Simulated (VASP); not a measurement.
# SiW (CsCl type) (Pm-3m) in VASP: a series of runs

SiW (CsCl type) is run at these levels: PBE; tasks: single point, relaxation of cell and atoms.

All numbers are computed with VASP 6.6.1; they aren't measurements. Logs are shortened: lines on timing, memory, paths and dates and some standing lists are left out, and cuts for length are marked.

## Step 1: The cell of the first run

It takes space group Pm-3m (No. 221, cubic). The conventional cell has a = 2.729 Å, b = 2.729 Å, c = 2.729 Å, α = 90.00°, β = 90.00°, γ = 90.00°. Within 3.1 Å of W (site symmetry m-3m) lie 8 Si at 2.36 Å and 6 W at 2.73 Å. Within 3.1 Å of Si (site symmetry m-3m) lie 8 W at 2.36 Å and 6 Si at 2.73 Å.

## Step 2: Single point, PBE

INCAR

```
SYSTEM = SiW
PREC = Accurate ; ENCUT = 520
EDIFF = 1E-7 ; ISMEAR = -1
SIGMA = 0.1 ; LREAL = .FALSE.
LASPH = .TRUE. ; NELM = 80
ALGO = Normal ; ISIF = 2
LWAVE = .FALSE. ; LCHARG = .TRUE.
GGA = PE ; LELF = .TRUE.
LVHAR = .TRUE. ; NBANDS = 16
```

KPOINTS

```
Automatic mesh
0
G
  15 15 15
  0 0 0
```

POSCAR

```
SiW
1.0
    2.7292464528      0.0000000000      0.0000000000
    0.0000000000      2.7292464528      0.0000000000
    0.0000000000      0.0000000000      2.7292464528
W Si
1 1
Direct
    0.0000000000      0.0000000000      0.0000000000
    0.5000000000      0.5000000000      0.5000000000
```

Potentials or basis: VASP PAW PBE potentials, release 64 (W_sv, Si).

Started as:

```
$ cat potpaw_PBE.64/W_sv/POTCAR potpaw_PBE.64/Si/POTCAR > POTCAR
$ mpirun -np 1 vasp_std > vasp.out
```

OUTCAR:

```text
SYSTEM = SiW
   PREC = Accurate
   ENCUT = 520
   EDIFF = 1E-7
   ISMEAR = -1
   LREAL = .FALSE.
   LASPH = .TRUE.
   NELM = 80
   ISIF = 2
   GGA = PE

 ion  position               nearest neighbor table
   1  0.000  0.000  0.000-   2 2.36   2 2.36   2 2.36   2 2.36   2 2.36   2 2.36   2 2.36   2 2.36

   2  0.500  0.500  0.500-   1 2.36   1 2.36   1 2.36   1 2.36   1 2.36   1 2.36   1 2.36   1 2.36

  LATTYP: Found a simple cubic cell.
 ALAT       =     2.7292464528

  Lattice vectors:

 A1 = (   2.7292464528,   0.0000000000,   0.0000000000)
 A2 = (   0.0000000000,   2.7292464528,   0.0000000000)
 A3 = (   0.0000000000,   0.0000000000,   2.7292464528)

Analysis of symmetry for initial positions (statically):
=====================================================================
 Subroutine PRICEL returns:
 Original cell was already a primitive cell.

 Routine SETGRP: Setting up the symmetry group for a
 simple cubic supercell.

 Subroutine GETGRP returns: Found 48 space group operations
 (whereof 48 operations were pure point group operations)
 out of a pool of 48 trial point group operations.

The static configuration has the point symmetry O_h .

Analysis of symmetry for dynamics (positions and initial velocities):
=====================================================================
 Subroutine PRICEL returns:
 Original cell was already a primitive cell.

 Routine SETGRP: Setting up the symmetry group for a
 simple cubic supercell.

 Subroutine GETGRP returns: Found 48 space group operations
 (whereof 48 operations were pure point group operations)
 out of a pool of 48 trial point group operations.

The dynamic configuration has the point symmetry O_h .

 Subroutine INISYM returns: Found 48 space group operations
 (whereof 48 operations are pure point group operations),
 and found     1 'primitive' translations

----------------------------------------------------------------------------------------

                                     Primitive cell

  volume of cell :      20.3296

  direct lattice vectors                    reciprocal lattice vectors
     2.729246453  0.000000000  0.000000000     0.366401502  0.000000000  0.000000000
     0.000000000  2.729246453  0.000000000     0.000000000  0.366401502  0.000000000
     0.000000000  0.000000000  2.729246453     0.000000000  0.000000000  0.366401502

  length of vectors
     2.729246453  2.729246453  2.729246453     0.366401502  0.366401502  0.366401502

  position of ions in fractional coordinates (direct lattice)
     0.000000000  0.000000000  0.000000000
     0.500000000  0.500000000  0.500000000

  ion indices of the primitive-cell ions
   primitive index   ion index
                 1           1
                 2           2

----------------------------------------------------------------------------------------

 KPOINTS: Automatic mesh

Automatic generation of k-mesh.
 Grid dimensions read from file:
 generate k-points for:   15   15   15

 Generating k-lattice:

  Cartesian coordinates                     Fractional coordinates (reciprocal lattice)
     0.024426767  0.000000000  0.000000000     0.066666667  0.000000000  0.000000000
     0.000000000  0.024426767  0.000000000     0.000000000  0.066666667  0.000000000
     0.000000000  0.000000000  0.024426767     0.000000000  0.000000000  0.066666667

  Length of vectors
     0.024426767  0.024426767  0.024426767

  Shift w.r.t. Gamma in fractional coordinates (k-lattice)
     0.000000000  0.000000000  0.000000000

 Subroutine IBZKPT returns following result:
 ===========================================

 Found    120 irreducible k-points:

 Following reciprocal coordinates:
            Coordinates               Weight
  0.000000  0.000000  0.000000      1.000000
  0.066667  0.000000  0.000000      6.000000
  0.133333  0.000000  0.000000      6.000000
  0.200000  0.000000  0.000000      6.000000
  0.266667  0.000000  0.000000      6.000000
  0.333333  0.000000  0.000000      6.000000
[... 16 lines left out ...]
  0.266667  0.200000  0.000000     24.000000
  0.333333  0.200000  0.000000     24.000000
 [... further k-points ...]
   k-points           NKPTS =    120   k-points in BZ     NKDIM =    120   number of bands    NBANDS=     16
   number of dos      NEDOS =    301   number of ions     NIONS =      2
   total plane-waves  NPLWV =   8000
   dimension x,y,z NGX =    20 NGY =   20 NGZ =   20
   dimension x,y,z NGXF=    40 NGYF=   40 NGZF=   40
   ions per type =               1   1
   NGX,Y,Z   is equivalent  to a cutoff of  12.18, 12.18, 12.18 a.u.
   NGXF,Y,Z  is equivalent  to a cutoff of  24.37, 24.37, 24.37 a.u.
 SYSTEM =  SiW
   PREC   = accura    normal or accurate (medium, high low for compatibility)
   ISTART =      0    job   : 0-new  1-cont  2-samecut
   ICHARG =      2    charge: 1-file 2-atom 10-const
   ISPIN  =      1    spin polarized calculation?
   LNONCOLLINEAR =      F non collinear calculations
   LSORBIT =      F    spin-orbit coupling
   LASPH  =      T    aspherical Exc in radial PAW
   ENCUT  =  520.0 eV  38.22 Ry    6.18 a.u.   5.07  5.07  5.07*2*pi/ulx,y,z
   NELM   =     80;   NELMIN=  2; NELMDL= -5     # of ELM steps
   EDIFF  = 0.1E-06   stopping-criterion for ELM
   LREAL  =      F    real-space projection
   EDIFFG = 0.1E-05   stopping-criterion for IOM
   NSW    =      0    number of steps for IOM
   IBRION =     -1    ionic relax: 0-MD 1-quasi-New 2-CG
   NFREE  =      0    steps in history (QN), initial steepest desc. (CG)
   ISIF   =      2    stress and relaxation
   ISYM   =      2    0-nonsym 1-usesym 2-fastsym
   POTIM  = 0.5000    time-step for ionic-motion
   TEBEG  =    0.0;   TEEND  =   0.0 temperature during run
   PSTRESS=    0.0 pullay stress
   NELECT =      18.0000    total number of electrons
   NUPDOWN=      -1.0000    fix difference up-down
   EMIN   =  10.00;   EMAX   =-10.00  energy-range for DOS
   EFERMI =   0.00;   METHOD = LEGACY
   ISMEAR =    -1;   SIGMA  =   0.10  broadening in eV -4-tet -1-fermi 0-gaus
   EFERMI_NEDOS =   21; number of points for ismear=-14 and -15
   IALGO  =     38    algorithm
   IMIX   =      4    mixing-type and parameters
     AMIX     =   0.40;   BMIX     =  1.00
     AMIX_MAG =   1.60;   BMIX_MAG =  1.00
  volume/ion in A,a.u.               =      10.16        68.60
  Fermi-wavevector in a.u.,A,eV,Ry     =   1.572013  2.970675 33.623073  2.471226
  Thomas-Fermi vector in A             =   2.673511
   LORBIT       =      0    0 simple, 1 ext, 2 COOP (PROOUT), +10 PAW based schemes
   GGA     = PE    functional components
   LHFCALC =     F    Hartree Fock is set to
   AEXX    =    0.0000 exact exchange contribution
   IVDW    =     0    specifies the selected vdW correction
   LEPSILON=     F    determine dielectric tensor
   LRPA    =     F    only Hartree local field effects (RPA)
 non-spin polarized calculation
  energy-cutoff  :      520.00
  volume of cell :       20.33
 maximum number of plane-waves:       558
   NGX = 11   NGY = 11   NGZ = 11

 number of electron      18.0000005 magnetization

 Free energy of the ion-electron system (eV)
  ---------------------------------------------------
  ext. energy  EPLUGINS =         0.00000000
  ---------------------------------------------------
  free energy    TOTEN  =       -15.01893648 eV

  energy without entropy =      -14.97340483  energy(sigma->0) =      -14.99617065

 E-fermi :  16.6259     XC(G=0): -14.5691

 val. band max:       16.5981577820   @ k =   0.4667   0.2000   0.2000
 cond. band min:      16.6283226204   @ k =   0.4667   0.3333   0.2000
 fundamental gap:      0.0301648383
 Fermi energy:        16.6258874943

 k-point     1 :       0.0000    0.0000    0.0000
  band No.  band energies     occupation
      1     -56.2826      2.00000
      2     -20.4405      2.00000
      3     -20.4405      2.00000
      4     -20.4405      2.00000
      5       1.4494      2.00000
      6      10.6966      2.00000
[... 8 lines left out ...]
     15      29.1013      0.00000
     16      32.2621      0.00000

 k-point     2 :       0.0667    0.0000    0.0000
  band No.  band energies     occupation
      1     -56.2795      2.00000
      2     -20.4957      2.00000
      3     -20.4357      2.00000
      4     -20.4357      2.00000
      5       1.5814      2.00000
      6      10.7534      2.00000
[... 8 lines left out ...]
     15      29.3408      0.00000
     16      32.5851      0.00000

 k-point     3 :       0.1333    0.0000    0.0000
  band No.  band energies     occupation
      1     -56.2705      2.00000
      2     -20.6495      2.00000
      3     -20.4220      2.00000
      4     -20.4220      2.00000
      5       1.9649      2.00000
      6      10.8631      2.00000
[... 8 lines left out ...]
     15      29.8146      0.00000
     16      33.6033      0.00000

 k-point     4 :       0.2000    0.0000    0.0000
  band No.  band energies     occupation
      1     -56.2572      2.00000
      2     -20.8699      2.00000
      3     -20.4017      2.00000
      4     -20.4017      2.00000
      5       2.5672      2.00000
      6      10.8475      2.00000
[... 8 lines left out ...]
     15      30.2171      0.00000
     16      35.2461      0.00000
[... 324 lines left out ...]
 k-point    22 :       0.2000    0.2000    0.0000
  band No.  band energies     occupation
      1     -56.2320      2.00000
      2     -20.8457      2.00000
      3     -20.7917      2.00000
      4     -20.3630      2.00000
      5       3.5753      2.00000
      6      10.9781      2.00000
[... 8 lines left out ...]
     15      30.3329      0.00000
     16      32.3511      0.00000

 k-point    23 :       0.2667    0.2000    0.0000
  band No.  band energies     occupation
      1     -56.2169      2.00000
      2     -21.0598      2.00000
      3     -20.7850      2.00000
      4     -20.3397      2.00000
      5       4.2576      2.00000
      6      10.4940      2.00000
[... 8 lines left out ...]
     15      31.1828      0.00000
     16      31.3289      0.00000

 k-point    24 :       0.3333    0.2000    0.0000
  band No.  band energies     occupation
      1     -56.2025      2.00000
      2     -21.2788      2.00000
      3     -20.7571      2.00000
      4     -20.3172      2.00000
      5       5.0370      2.00000
      6       9.7041      2.00000
[... 8 lines left out ...]
     15      30.7007      0.00000
     16      30.8800      0.00000

 [... further k-points ...]
[... 5 lines left out ...]
  --------------------------------------------------------------------------------------
  -------------------------------------------------------------------------------------
  Total       20.5039781     20.5039781     20.5039781     -0.0000000     -0.0000000      0.0000000
  in kB     1615.9222043   1615.9222043   1615.9222043     -0.0000000     -0.0000000      0.0000000
  external PRESSURE =    1615.9222043 kB  Pullay stress =       0.0000000 kB

 VOLUME and BASIS-vectors are now :
 -----------------------------------------------------------------------------
  energy-cutoff  :      520.00
  volume of cell :       20.33
      direct lattice vectors                 reciprocal lattice vectors
     2.729246453  0.000000000  0.000000000     0.366401502  0.000000000  0.000000000
     0.000000000  2.729246453  0.000000000     0.000000000  0.366401502  0.000000000
     0.000000000  0.000000000  2.729246453     0.000000000  0.000000000  0.366401502

 POSITION                                       TOTAL-FORCE (eV/Angst)
 -----------------------------------------------------------------------------------
      0.00000      0.00000      0.00000         0.000000      0.000000      0.000000
      1.36462      1.36462      1.36462         0.000000      0.000000      0.000000
 -----------------------------------------------------------------------------------
    total drift:                               -0.000000      0.000000      0.000000

  FREE ENERGIE OF THE ION-ELECTRON SYSTEM (eV)
  ---------------------------------------------------
  free  energy   TOTEN  =       -15.0189364799 eV

  energy  without entropy=      -14.9734048265  energy(sigma->0) =      -14.99617065
```

Run time: 11 s. Hardware: 1 thread of Intel Xeon 6975P-C (Granite Rapids), shared host; peak memory 0.15 GiB.

Results:

| Property | Result |
| --- | --- |
| Free energy | -15.0189 eV |
| Pressure | 161.6 GPa |
| Band gap on the k mesh | zero (band 9 reaches 20.90 eV, above the bottom of band 10 at 15.48 eV) |

Caveat: spin-orbit coupling is left out, which moves the levels of the heavy elements.

## Step 3: Single point, PBE

INCAR

```
SYSTEM = SiW
ALGO = Normal
EDIFF = 1E-6
ENCUT = 520
GGA = PE
ISIF = 2
ISMEAR = -1
LASPH = .TRUE.
LCHARG = .TRUE.
LELF = .TRUE.
LREAL = .FALSE.
LVHAR = .TRUE.
LWAVE = .FALSE.
NBANDS = 16
NELM = 100
PREC = Accurate
SIGMA = 0.1
```

KPOINTS

```
k-points
0
G
  15 15 15
  0 0 0
```

POSCAR

```
SiW
1.0
    2.7280393666      0.0000000000      0.0000000000
    0.0000000000      2.7280393666      0.0000000000
    0.0000000000      0.0000000000      2.7280393666
W Si
1 1
Direct
    0.0000000000      0.0000000000      0.0000000000
    0.5000000000      0.5000000000      0.5000000000
```

Potentials or basis: VASP PAW PBE potentials, release 64 (W_sv, Si).

Started as:

```
$ cat potpaw_PBE.64/W_sv/POTCAR potpaw_PBE.64/Si/POTCAR > POTCAR
$ mpirun -np 1 vasp_std > vasp.out
```

It took 11 s on 1 thread of Intel Xeon 6975P-C (Granite Rapids), shared host; peak memory 0.15 GiB.

The run converged. Its results:

| Item | Value |
| --- | --- |
| Free energy | -14.9916 eV |
| Pressure | 162.7 GPa |
| Band gap on the k mesh | zero (band 9 reaches 20.93 eV, above the bottom of band 10 at 15.50 eV) |

Levels at points of the mesh, in eV from the Fermi level:
```tsv
k point	band 5	band 6	band 7	band 8	band 9	band 10	band 11	band 12	band 13	band 14
(0.00, 0.00, 0.00)	-15.19	-5.94	-5.94	2.71	2.71	2.71	3.80	3.80	3.80	12.48
```

Caveat: spin-orbit coupling is left out, which moves the levels of the heavy elements.

## Step 4: Relaxation of cell and atoms, PBE, target pressure 160 GPa, at which the enthalpy is minimised

INCAR

```
SYSTEM = SiW
PREC = Accurate
ENCUT = 600
EDIFF = 1E-7
ISMEAR = -1
SIGMA = 0.1
LREAL = .FALSE.
LASPH = .TRUE.
NELM = 60
ALGO = Normal
ISIF = 3
LWAVE = .FALSE.
LCHARG = .FALSE.
GGA = PE
IBRION = 2
NSW = 32
EDIFFG = -0.005
PSTRESS = 1600.0
```

KPOINTS

```
Automatic mesh
0
G
  15 15 15
  0 0 0
```

POSCAR

```
SiW
1.0
    2.7292464528      0.0000000000      0.0000000000
    0.0000000000      2.7292464528      0.0000000000
    0.0000000000      0.0000000000      2.7292464528
W Si
1 1
Direct
    0.0000000000      0.0000000000      0.0000000000
    0.5000000000      0.5000000000      0.5000000000
```

Started as:

```
$ cat potpaw_PBE.64/W_sv/POTCAR potpaw_PBE.64/Si/POTCAR > POTCAR
$ mpirun -np 1 vasp_std > vasp.out
```

It took 48 s on 1 thread of Intel Xeon Platinum 8259CL at 2.50GHz (Skylake/Cascade Lake), shared host; peak memory 0.18 GiB.

It converged, with:

```
Free energy                                            : -15.0617 eV
Relaxed volume                                         : 10.19 Å³/atom
Relaxed cell                                           : a = 2.731 Å, b = 2.731 Å, c = 2.731 Å, α = 90.00°, β = 90.00°, γ = 90.00°
Space group after relaxing (to 0.05 Å)                 : Pm-3m (No. 221)
Energy change on relaxing (the enthalpy is what falls) : -21.2 meV/atom
Ionic steps                                            : 3
Pressure after relaxing                                : 160.0 GPa
Band gap on the k mesh                                 : zero (band 9 reaches 20.85 eV, above the bottom of band 10 at 15.45 eV)
```

Step by step:
```tsv
step	energy change (eV)	largest force (eV/Å)	pressure (GPa)	volume (Å³)
1	0.0000	0.0000	161.65	20.33
2	-0.3006	0.0000	149.88	20.64
3	-0.0423	0.0000	160.01	20.37
```

Final structure:
```yaml
crystal:
  lattice:
    - [2.73113, 0.00000, 0.00000]
    - [0.00000, 2.73113, 0.00000]
    - [0.00000, 0.00000, 2.73113]
  atoms:
    - { symbol: W, position: [0.00000, 0.00000, 0.00000] }
    - { symbol: Si, position: [0.50000, 0.50000, 0.50000] }
```

Levels at points of the mesh, in eV from the Fermi level:
```tsv
k point	band 5	band 6	band 7	band 8	band 9	band 10	band 11	band 12	band 13
(0.00, 0.00, 0.00)	-15.16	-5.91	-5.91	2.71	2.71	2.71	3.78	3.78	3.78
```

Caveat: the cell is relaxed towards a set pressure, so the enthalpy falls and the energy may rise; spin-orbit coupling is left out, which moves the levels of the heavy elements.

## Step 5: Relaxation of cell and atoms, PBE, target pressure 160 GPa, at which the enthalpy is minimised

This run uses another cell than the first one, of 10.40 Å³/atom, 1.023 times its volume.

INCAR

```
SYSTEM = SiW
PREC = Accurate ; ENCUT = 600
EDIFF = 1E-7 ; ISMEAR = -1
SIGMA = 0.1 ; LREAL = .FALSE.
LASPH = .TRUE. ; NELM = 80
ALGO = Normal ; ISIF = 3
LWAVE = .FALSE. ; LCHARG = .FALSE.
GGA = PE ; IBRION = 2
NSW = 60 ; EDIFFG = -0.005
PSTRESS = 1600.0
```

KPOINTS

```
regular mesh
0
G
  15 15 15
  0 0 0
```

POSCAR

```
SiW
1.0
    2.7498767792      0.0000000000      0.0000000000
    0.0000000000      2.7498767792      0.0000000000
    0.0000000000      0.0000000000      2.7498767792
W Si
1 1
Direct
    0.0000000000      0.0000000000      0.0000000000
    0.5000000000      0.5000000000      0.5000000000
```

Started as:

```
$ cat potpaw_PBE.64/W_sv/POTCAR potpaw_PBE.64/Si/POTCAR > POTCAR
$ mpirun -np 1 vasp_std > vasp.out
```

Run time: 94 s. Hardware: 1 thread of Intel Xeon Platinum 8259CL at 2.50GHz (Skylake/Cascade Lake), shared host; peak memory 0.18 GiB.

Results (log left out):

```yaml
Free_energy: -15.0613 eV
Relaxed_volume: 10.19 Å³/atom
Relaxed_cell: a = 2.731 Å, b = 2.731 Å, c = 2.731 Å, α = 90.00°, β = 90.00°, γ = 90.00°
Space_group_after_relaxing_to_0.05_Å: Pm-3m (No. 221)
Energy_change_on_relaxing_the_enthalpy_is_what_falls: +200.5 meV/atom
Ionic_steps: 7
Pressure_after_relaxing: 160.0 GPa
Band_gap_on_the_k_mesh: zero (band 9 reaches 20.85 eV, above the bottom of band 10 at 15.45 eV)
```

The path:
| step | energy change (eV) | largest force (eV/Å) | pressure (GPa) | volume (Å³) |
| --- | --- | --- | --- | --- |
| 1 | 0.0000 | 0.0000 | 144.24 | 20.79 |
| 2 | 3.8135 | 0.0000 | 287.51 | 17.87 |
| 3 | 0.3740 | 0.0000 | 158.97 | 20.40 |
| 4 | 0.3981 | 0.0000 | 159.91 | 20.37 |
| 5 | 0.4064 | 0.0000 | 160.21 | 20.37 |
| 6 | 0.3744 | 0.0000 | 158.99 | 20.40 |
| 7 | 0.4011 | 0.0000 | 160.03 | 20.37 |

Final structure:
```
W Si
1.0
     2.73111    0.00000    0.00000
     0.00000    2.73111    0.00000
     0.00000    0.00000    2.73111
W Si
1 1
Direct
  0.00000 0.00000 0.00000
  0.50000 0.50000 0.50000
```

Levels at points of the mesh, in eV from the Fermi level:
| k point | band 7 | band 8 | band 9 | band 10 | band 11 | band 12 |
| --- | --- | --- | --- | --- | --- | --- |
| (0.00, 0.00, 0.00) | -5.91 | 2.71 | 2.71 | 2.71 | 3.78 | 3.78 |

Caveat: the cell is relaxed towards a set pressure, so the enthalpy falls and the energy may rise; spin-orbit coupling is left out, which moves the levels of the heavy elements.

## Step 6: Summary

```tsv
task	cell	cutoff (eV)	gap on the mesh (eV)	pressure (GPa)
single point	a = 2.729 Å, 2 atoms	520	none	161.6
single point	a = 2.728 Å, 2 atoms	520	none	162.7
relaxation of cell and atoms	relaxed to 160 GPa from a = 2.729 Å, 2 atoms	600	none	160.0
relaxation of cell and atoms	relaxed to 160 GPa from a = 2.750 Å, 2 atoms	600	none	160.0
```

Alike in all rows: level PBE; potentials or basis VASP PAW PBE potentials, release 64 (W_sv, Si); no spin polarisation; k mesh 15 × 15 × 15; smearing fermi-dirac 0.1 eV.

Caveats: spin-orbit coupling is left out, which moves the levels of the heavy elements; the cell is relaxed towards a set pressure, so the enthalpy falls and the energy may rise (some runs).

Total energies depend on the potentials used, so only differences within one code and one set of settings carry meaning.
